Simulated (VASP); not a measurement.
Crystal: BaS.

```
CELL_PARAMETERS angstrom
0.00000 3.48246 3.58356
3.48246 0.00000 3.58356
3.48246 3.48246 0.00000
ATOMIC_POSITIONS crystal
Ba 0.00000 0.00000 0.00000
S 0.25000 0.25000 0.25000
```

This cell differs from its parent crystal: epitaxial xy strain -1.1%.

Base run:

```yaml
Program: VASP 6.6.1
Functional: r2SCAN
Potentials_or_basis: VASP PAW PBE potentials, release 64 (Ba_sv, S)
Cutoff: 520 eV
k_mesh: 6 × 6 × 6
Occupations: gaussian, width 0.01 eV
Spin: no spin polarisation
```

Its results: band gap on the k mesh 3.07 eV (least direct gap 3.64 eV); pressure 0.5 GPa.

Q: The run is repeated on the same cell with these changes: functional from r2SCAN to PBE; occupations from gaussian, width 0.01 eV to fermi-dirac, width 0.02 eV. What comes out?

A: Band gap on the k mesh 2.75 eV (least direct gap 3.38 eV); pressure 0.5 GPa.

Caveats: spin-orbit coupling is left out, which moves the levels of the heavy elements; the PAW data sets were made with another functional, which shifts forces and pressure a little (at least some runs).

A k mesh can miss the band edges.
